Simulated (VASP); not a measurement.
# NbAs (rocksalt type) (Fm-3m) in VASP: further runs

The runs below take NbAs (rocksalt type) through single point, with PBE.

All numbers are computed with VASP 6.6.1; they aren't measurements. Logs are shortened: lines on timing, memory, paths and dates and some standing lists are left out, and cuts for length are marked.

## 1. The cell of the first run

The structure is cubic, space group Fm-3m (No. 225). Conventional cell: a = 5.168 Å, b = 5.168 Å, c = 5.168 Å, α = 90.00°, β = 90.00°, γ = 90.00°. Within 3.4 Å of Nb (site symmetry m-3m) lie 6 As at 2.58 Å. Within 3.4 Å of As (site symmetry m-3m) lie 6 Nb at 2.58 Å.

## 2. Single point, PBE (volume scaled by 0.9405)

The input, INCAR:

```
SYSTEM = NbAs
ALGO = Normal ; EDIFF = 1E-6
ENCUT = 520 ; GGA = PE
ISIF = 2 ; ISMEAR = -1
LASPH = .TRUE. ; LCHARG = .TRUE.
LELF = .TRUE. ; LREAL = .FALSE.
LVHAR = .TRUE. ; LWAVE = .FALSE.
NBANDS = 16 ; NELM = 80
PREC = Accurate ; SIGMA = 0.05
```

The input, KPOINTS:

```
k-points
0
G
  11 11 11
  0 0 0
```

The input, POSCAR:

```
NbAs
1.0
    0.0000000000      2.5842153857      2.5842153857
    2.5842153857      0.0000000000      2.5842153857
    2.5842153857      2.5842153857      0.0000000000
Nb As
1 1
Direct
    0.0000000000      0.0000000000      0.0000000000
    0.5000000000      0.5000000000      0.5000000000
```

Potentials or basis: VASP PAW PBE potentials, release 64 (Nb_sv, As).

On the command line:

```console
> cat potpaw_PBE.64/Nb_sv/POTCAR potpaw_PBE.64/As/POTCAR > POTCAR
> mpirun -np 1 vasp_std > vasp.out
```

OUTCAR:

```text
SYSTEM = NbAs
   EDIFF = 1E-6
   ENCUT = 520
   GGA = PE
   ISIF = 2
   ISMEAR = -1
   LASPH = .TRUE.
   LREAL = .FALSE.
   NELM = 80
   PREC = Accurate

 ion  position               nearest neighbor table
   1  0.000  0.000  0.000-   2 2.58   2 2.58   2 2.58   2 2.58   2 2.58   2 2.58
   2  0.500  0.500  0.500-   1 2.58   1 2.58   1 2.58   1 2.58   1 2.58   1 2.58

  LATTYP: Found a face centered cubic cell.
 ALAT       =     5.1684307714

  Lattice vectors:

 A1 = (   0.0000000000,   2.5842153857,   2.5842153857)
 A2 = (   2.5842153857,   0.0000000000,   2.5842153857)
 A3 = (   2.5842153857,   2.5842153857,   0.0000000000)

Analysis of symmetry for initial positions (statically):
=====================================================================
 Subroutine PRICEL returns:
 Original cell was already a primitive cell.

 Routine SETGRP: Setting up the symmetry group for a
 face centered cubic supercell.

 Subroutine GETGRP returns: Found 48 space group operations
 (whereof 48 operations were pure point group operations)
 out of a pool of 48 trial point group operations.

The static configuration has the point symmetry O_h .

Analysis of symmetry for dynamics (positions and initial velocities):
=====================================================================
 Subroutine PRICEL returns:
 Original cell was already a primitive cell.

 Routine SETGRP: Setting up the symmetry group for a
 face centered cubic supercell.

 Subroutine GETGRP returns: Found 48 space group operations
 (whereof 48 operations were pure point group operations)
 out of a pool of 48 trial point group operations.

The dynamic configuration has the point symmetry O_h .

 Subroutine INISYM returns: Found 48 space group operations
 (whereof 48 operations are pure point group operations),
 and found     1 'primitive' translations

----------------------------------------------------------------------------------------

                                     Primitive cell

  volume of cell :      34.5157

  direct lattice vectors                    reciprocal lattice vectors
     0.000000000  2.584215386  2.584215386    -0.193482325  0.193482325  0.193482325
     2.584215386  0.000000000  2.584215386     0.193482325 -0.193482325  0.193482325
     2.584215386  2.584215386  0.000000000     0.193482325  0.193482325 -0.193482325

  length of vectors
     3.654632447  3.654632447  3.654632447     0.335121217  0.335121217  0.335121217

  position of ions in fractional coordinates (direct lattice)
     0.000000000  0.000000000  0.000000000
     0.500000000  0.500000000  0.500000000

  ion indices of the primitive-cell ions
   primitive index   ion index
                 1           1
                 2           2

----------------------------------------------------------------------------------------

 KPOINTS: k-points

Automatic generation of k-mesh.
 Grid dimensions read from file:
 generate k-points for:   11   11   11

 Generating k-lattice:

  Cartesian coordinates                     Fractional coordinates (reciprocal lattice)
    -0.017589302  0.017589302  0.017589302     0.090909091  0.000000000  0.000000000
     0.017589302 -0.017589302  0.017589302     0.000000000  0.090909091  0.000000000
     0.017589302  0.017589302 -0.017589302     0.000000000  0.000000000  0.090909091

  Length of vectors
     0.030465565  0.030465565  0.030465565

  Shift w.r.t. Gamma in fractional coordinates (k-lattice)
     0.000000000  0.000000000  0.000000000

 Subroutine IBZKPT returns following result:
 ===========================================

 Found     56 irreducible k-points:

 Following reciprocal coordinates:
            Coordinates               Weight
  0.000000  0.000000  0.000000      1.000000
  0.090909  0.000000  0.000000      8.000000
  0.181818  0.000000  0.000000      8.000000
  0.272727  0.000000  0.000000      8.000000
  0.363636  0.000000  0.000000      8.000000
  0.454545  0.000000  0.000000      8.000000
[... 16 lines left out ...]
 -0.272727  0.181818  0.000000     24.000000
 -0.181818  0.181818  0.000000     12.000000
 [... further k-points ...]
   k-points           NKPTS =     56   k-points in BZ     NKDIM =     56   number of bands    NBANDS=     16
   number of dos      NEDOS =    301   number of ions     NIONS =      2
   total plane-waves  NPLWV =  21952
   dimension x,y,z NGX =    28 NGY =   28 NGZ =   28
   dimension x,y,z NGXF=    56 NGYF=   56 NGZF=   56
   ions per type =               1   1
   NGX,Y,Z   is equivalent  to a cutoff of  12.74, 12.74, 12.74 a.u.
   NGXF,Y,Z  is equivalent  to a cutoff of  25.47, 25.47, 25.47 a.u.
 SYSTEM =  NbAs
   PREC   = accura    normal or accurate (medium, high low for compatibility)
   ISTART =      0    job   : 0-new  1-cont  2-samecut
   ICHARG =      2    charge: 1-file 2-atom 10-const
   ISPIN  =      1    spin polarized calculation?
   LNONCOLLINEAR =      F non collinear calculations
   LSORBIT =      F    spin-orbit coupling
[... 112 lines left out ...]
      6       4.1921      2.00000
[... 8 lines left out ...]
     15      18.9478      0.00000
     16      18.9479      0.00000

 k-point     6 :       0.4545    0.0000    0.0000
  band No.  band energies     occupation
      1     -45.1988      2.00000
      2     -21.4841      2.00000
      3     -21.2806      2.00000
      4     -21.2806      2.00000
      5      -0.9467      2.00000
      6       3.3546      2.00000
[... 8 lines left out ...]
     15      17.9579      0.00000
     16      17.9579      0.00000

 k-point     7 :       0.0909    0.0909    0.0000
  band No.  band energies     occupation
      1     -45.2137      2.00000
      2     -21.2810      2.00000
      3     -21.2712      2.00000
      4     -21.2712      2.00000
      5      -3.1533      2.00000
      6       7.8544      2.00000
[... 8 lines left out ...]
     15      18.3750      0.00000
     16      22.9442      0.00000

 k-point     8 :       0.1818    0.0909    0.0000
  band No.  band energies     occupation
      1     -45.2108      2.00000
      2     -21.3169      2.00000
      3     -21.2774      2.00000
      4     -21.2726      2.00000
      5      -2.8537      2.00000
      6       6.8156      2.00000
[... 8 lines left out ...]
     15      18.8780      0.00000
     16      21.7267      0.00000

 k-point     9 :       0.2727    0.0909    0.0000
  band No.  band energies     occupation
      1     -45.2064      2.00000
      2     -21.3735      2.00000
      3     -21.2832      2.00000
      4     -21.2759      2.00000
      5      -2.3388      2.00000
      6       5.7067      2.00000
[... 8 lines left out ...]
     15      19.9290      0.00000
     16      20.7391      0.00000
[... 172 lines left out ...]
 k-point    19 :       0.3636    0.1818    0.0000
  band No.  band energies     occupation
      1     -45.2009      2.00000
      2     -21.4100      2.00000
      3     -21.3009      2.00000
      4     -21.3009      2.00000
      5      -1.8241      2.00000
      6       4.8134      2.00000
[... 8 lines left out ...]
     15      18.7336      0.00000
     16      20.4245      0.00000

 k-point    20 :       0.4545    0.1818    0.0000
  band No.  band energies     occupation
      1     -45.1976      2.00000
      2     -21.4474      2.00000
      3     -21.3127      2.00000
      4     -21.3006      2.00000
      5      -1.3329      2.00000
      6       4.2308      2.00000
[... 8 lines left out ...]
     15      18.4603      0.00000
     16      20.1604      0.00000

 k-point    21 :      -0.4545    0.1818    0.0000
  band No.  band energies     occupation
      1     -45.1961      2.00000
      2     -21.4626      2.00000
      3     -21.3243      2.00000
      4     -21.2951      2.00000
      5      -1.0383      2.00000
      6       3.8544      2.00000
[... 8 lines left out ...]
     15      19.3230      0.00000
     16      20.1973      0.00000

 k-point    22 :      -0.3636    0.1818    0.0000
  band No.  band energies     occupation
      1     -45.1970      2.00000
      2     -21.4523      2.00000
      3     -21.3310      2.00000
      4     -21.2862      2.00000
      5      -1.1245      2.00000
      6       3.9424      2.00000
[... 8 lines left out ...]
     15      19.1088      0.00000
     16      20.0435      0.00000

 k-point    23 :      -0.2727    0.1818    0.0000
  band No.  band energies     occupation
      1     -45.2000      2.00000
      2     -21.4221      2.00000
      3     -21.3280      2.00000
      4     -21.2766      2.00000
      5      -1.5418      2.00000
      6       4.5046      2.00000
[... 8 lines left out ...]
     15      18.8401      0.00000
     16      19.8926      0.00000

 k-point    24 :      -0.1818    0.1818    0.0000
  band No.  band energies     occupation
      1     -45.2041      2.00000
      2     -21.3855      2.00000
      3     -21.3120      2.00000
      4     -21.2694      2.00000
      5      -2.0671      2.00000
      6       5.3355      2.00000
[... 8 lines left out ...]
     15      18.8717      0.00000
     16      21.0317      0.00000

 [... further k-points ...]

------------------------ aborting loop because EDIFF is reached ----------------------------------------

  FORCE on cell =-STRESS in cart. coord.  units (eV):
  Direction    XX          YY          ZZ          XY          YZ          ZX
  --------------------------------------------------------------------------------------
  -------------------------------------------------------------------------------------
  Total        2.1916865      2.1916865      2.1916865     -0.0000000      0.0000000     -0.0000000
  in kB      101.7355892    101.7355892    101.7355892     -0.0000000      0.0000000     -0.0000000
  external PRESSURE =     101.7355892 kB  Pullay stress =       0.0000000 kB

 VOLUME and BASIS-vectors are now :
 -----------------------------------------------------------------------------
  energy-cutoff  :      520.00
  volume of cell :       34.52
      direct lattice vectors                 reciprocal lattice vectors
     0.000000000  2.584215386  2.584215386    -0.193482325  0.193482325  0.193482325
     2.584215386  0.000000000  2.584215386     0.193482325 -0.193482325  0.193482325
     2.584215386  2.584215386  0.000000000     0.193482325  0.193482325 -0.193482325

 POSITION                                       TOTAL-FORCE (eV/Angst)
 -----------------------------------------------------------------------------------
      0.00000      0.00000      0.00000         0.000000      0.000000      0.000000
      2.58422      2.58422      2.58422         0.000000      0.000000     -0.000000
 -----------------------------------------------------------------------------------
    total drift:                               -0.000000      0.000000      0.000000

  FREE ENERGIE OF THE ION-ELECTRON SYSTEM (eV)
  ---------------------------------------------------
  free  energy   TOTEN  =       -15.3009351096 eV

  energy  without entropy=      -15.2805237060  energy(sigma->0) =      -15.29072941
```

Wall time 15 s (1 thread of Intel Xeon 6975P-C (Granite Rapids), shared host); peak memory 0.17 GiB.

Results:

| Property | Result |
| --- | --- |
| Free energy | -15.3009 eV |
| Pressure | 10.2 GPa |
| Band gap on the k mesh | zero (band 9 reaches 11.09 eV, above the bottom of band 10 at 9.13 eV) |

Caveat: the cell differs from its parent crystal (volume scaled by 0.9405).

## 3. Single point, PBE (volume scaled by 0.98)

The input, INCAR:

```
SYSTEM = NbAs
PREC     = Accurate       ! precision mode
ENCUT    = 520            ! plane-wave cutoff, eV
EDIFF    = 1E-7           ! SCF threshold, eV
ISMEAR   = -1             ! smearing method
SIGMA    = 0.05           ! smearing width, eV
LREAL    = .FALSE.        ! projectors in reciprocal space
LASPH    = .TRUE.         ! aspherical terms in the spheres
NELM     = 80             ! most SCF steps
ALGO     = Normal         ! electronic algorithm
ISIF     = 2              ! what is computed and relaxed
LWAVE    = .FALSE.        ! write WAVECAR
LCHARG   = .FALSE.        ! write CHGCAR
GGA      = PE             ! functional
NBANDS   = 16             ! bands
```

The input, KPOINTS:

```
Automatic mesh
0
G
  11 11 11
  0 0 0
```

The input, POSCAR:

```
NbAs
1.0
    0.0000000000      2.6198985012      2.6198985012
    2.6198985012      0.0000000000      2.6198985012
    2.6198985012      2.6198985012      0.0000000000
Nb As
1 1
Direct
    0.0000000000      0.0000000000      0.0000000000
    0.5000000000      0.5000000000      0.5000000000
```

Potentials or basis: VASP PAW PBE potentials, release 64 (Nb_sv, As).

On the command line:

```console
> cat potpaw_PBE.64/Nb_sv/POTCAR potpaw_PBE.64/As/POTCAR > POTCAR
> mpirun -np 1 vasp_std > vasp.out
```

Run time: 18 s. Hardware: 1 thread of Intel Xeon 6975P-C (Granite Rapids), shared host; peak memory 0.17 GiB.

The run converged. Its results:

```
Free energy            : -15.3602 eV
Pressure               : 3.1 GPa
Band gap on the k mesh : zero (band 9 reaches 10.51 eV, above the bottom of band 10 at 8.66 eV)
```

Levels at points of the mesh, in eV from the Fermi level:
```csv
k point,band 7,band 8,band 9,band 10,band 11,band 12
"(0.00, 0.00, 0.00)",-1.59,-1.59,-0.98,-0.98,-0.20,-0.20
```

Caveat: the cell differs from its parent crystal (volume scaled by 0.98).

## 4. Single point, PBE

This run uses another cell than the first one, of 18.35 Å³/atom, 1.063 times its volume.

The input, INCAR:

```
PREC     = Accurate       # precision mode
ENCUT    = 520            # plane-wave cutoff, eV
EDIFF    = 1E-6           # SCF threshold, eV
ISMEAR   = -1             # smearing method
SIGMA    = 0.05           # smearing width, eV
LREAL    = False          # projectors in reciprocal space
LASPH    = True           # aspherical terms in the spheres
NELM     = 80             # most SCF steps
ALGO     = Normal         # electronic algorithm
ISIF     = 2              # what is computed and relaxed
LWAVE    = False          # write WAVECAR
LCHARG   = True           # write CHGCAR
GGA      = PE             # functional
LELF     = True           # ELF
LVHAR    = True         
NBANDS   = 16             # bands
```

The input, KPOINTS:

```
Automatic mesh
0
Gamma
  11 11 11
```

The input, POSCAR:

```
NbAs
1.0
    0.0000000000      2.6376010551      2.6376010551
    2.6376010551      0.0000000000      2.6376010551
    2.6376010551      2.6376010551      0.0000000000
Nb As
1 1
Direct
    0.0000000000      0.0000000000      0.0000000000
    0.5000000000      0.5000000000      0.5000000000
```

On the command line:

```console
> cat potpaw_PBE.64/Nb_sv/POTCAR potpaw_PBE.64/As/POTCAR > POTCAR
> mpirun -np 1 vasp_std > vasp.out
```

It took 17 s on 1 thread of Intel Xeon 6975P-C (Granite Rapids), shared host; peak memory 0.17 GiB.

It converged, with:

| Property | Result |
| --- | --- |
| Free energy | -15.3675 eV |
| Pressure | 0.0 GPa |
| Band gap on the k mesh | zero (band 9 reaches 10.23 eV, above the bottom of band 10 at 8.44 eV) |

Levels at points of the mesh, in eV from the Fermi level:
| k point | band 6 | band 7 | band 8 | band 9 | band 10 | band 11 | band 12 | band 13 |
| --- | --- | --- | --- | --- | --- | --- | --- | --- |
| (0.00, 0.00, 0.00) | -1.54 | -1.54 | -1.54 | -0.95 | -0.95 | -0.21 | -0.21 | -0.21 |

## 5. Single point, PBE (volume scaled by 1.02)

The input, INCAR:

```
SYSTEM = NbAs
ALGO     = Normal         ! electronic algorithm
EDIFF    = 1E-7           ! SCF threshold, eV
ENCUT    = 520            ! plane-wave cutoff, eV
GGA      = PE             ! functional
ISIF     = 2              ! what is computed and relaxed
ISMEAR   = -1             ! smearing method
LASPH    = .True.         ! aspherical terms in the spheres
LCHARG   = .False.        ! write CHGCAR
LREAL    = .False.        ! projectors in reciprocal space
LWAVE    = .False.        ! write WAVECAR
NBANDS   = 16             ! bands
NELM     = 80             ! most SCF steps
PREC     = Accurate       ! precision mode
SIGMA    = 0.05           ! smearing width, eV
```

The input, KPOINTS:

```
k-points
0
Gamma
  11 11 11
  0 0 0
```

The input, POSCAR:

```
NbAs
1.0
    0.0000000000      2.6550691208      2.6550691208
    2.6550691208      0.0000000000      2.6550691208
    2.6550691208      2.6550691208      0.0000000000
Nb As
1 1
Direct
    0.0000000000      0.0000000000      0.0000000000
    0.5000000000      0.5000000000      0.5000000000
```

On the command line:

```console
> cat potpaw_PBE.64/Nb_sv/POTCAR potpaw_PBE.64/As/POTCAR > POTCAR
> mpirun -np 1 vasp_std > vasp.out
```

It took 17 s on 1 thread of Intel Xeon 6975P-C (Granite Rapids), shared host; peak memory 0.18 GiB.

Results (log left out):

- Free energy: -15.3615 eV
- Pressure: -2.7 GPa
- Band gap on the k mesh: zero (band 9 reaches 9.96 eV, above the bottom of band 10 at 8.22 eV)

Levels at points of the mesh, in eV from the Fermi level:
```
           k point  band 7  band 8  band 9  band 10  band 11  band 12
(0.00, 0.00, 0.00)   -1.49   -1.49   -0.93    -0.93    -0.22    -0.22
```

Caveat: the cell differs from its parent crystal (volume scaled by 1.02).

## 6. Single point, PBE (volume scaled by 1.06)

The input, INCAR:

```
PREC     = Accurate       # precision mode
ENCUT    = 520            # plane-wave cutoff, eV
EDIFF    = 1E-6           # SCF threshold, eV
ISMEAR   = -1             # smearing method
SIGMA    = 0.05           # smearing width, eV
LREAL    = F              # projectors in reciprocal space
LASPH    = T              # aspherical terms in the spheres
NELM     = 100            # most SCF steps
ALGO     = Normal         # electronic algorithm
ISIF     = 2              # what is computed and relaxed
LWAVE    = F              # write WAVECAR
LCHARG   = T              # write CHGCAR
GGA      = PE             # functional
LELF     = T              # ELF
LVHAR    = T            
NBANDS   = 16             # bands
```

The input, KPOINTS:

```
regular mesh
0
Gamma
  11 11 11
```

The input, POSCAR:

```
NbAs
1.0
    0.0000000000      2.6893318562      2.6893318562
    2.6893318562      0.0000000000      2.6893318562
    2.6893318562      2.6893318562      0.0000000000
Nb As
1 1
Direct
    0.0000000000      0.0000000000      0.0000000000
    0.5000000000      0.5000000000      0.5000000000
```

Potentials or basis: VASP PAW PBE potentials, release 64 (Nb_sv, As).

On the command line:

```console
> cat potpaw_PBE.64/Nb_sv/POTCAR potpaw_PBE.64/As/POTCAR > POTCAR
> mpirun -np 1 vasp_std > vasp.out
```

Wall time 24 s (1 thread of Intel Xeon 6975P-C (Granite Rapids), shared host); peak memory 0.18 GiB.

It converged, with:

- Free energy: -15.3151 eV
- Pressure: -7.4 GPa
- Band gap on the k mesh: zero (band 9 reaches 9.45 eV, above the bottom of band 10 at 7.81 eV)

Levels at points of the mesh, in eV from the Fermi level:
| k point | band 5 | band 6 | band 7 | band 8 | band 9 | band 10 | band 11 | band 12 | band 13 | band 14 |
| --- | --- | --- | --- | --- | --- | --- | --- | --- | --- | --- |
| (0.00, 0.00, 0.00) | -13.14 | -1.39 | -1.39 | -1.39 | -0.88 | -0.88 | -0.25 | -0.25 | -0.25 | 4.13 |

Caveat: the cell differs from its parent crystal (volume scaled by 1.06).

## 7. Overview

| cell | gap on the mesh (eV) | pressure (GPa) |
| --- | --- | --- |
| a = 3.655 Å, angles 60.0°, 2 atoms | none | 10.2 |
| a = 3.705 Å, angles 60.0°, 2 atoms | none | 3.1 |
| a = 3.730 Å, angles 60.0°, 2 atoms | none | 0.0 |
| a = 3.755 Å, angles 60.0°, 2 atoms | none | -2.7 |
| a = 3.803 Å, angles 60.0°, 2 atoms | none | -7.4 |

Alike in all rows: task single point; level PBE; potentials or basis VASP PAW PBE potentials, release 64 (Nb_sv, As); no spin polarisation; k mesh 11 × 11 × 11; cutoff (eV) 520; smearing fermi-dirac 0.05 eV.

Total energies depend on the potentials used, so only differences within one code and one set of settings carry meaning.
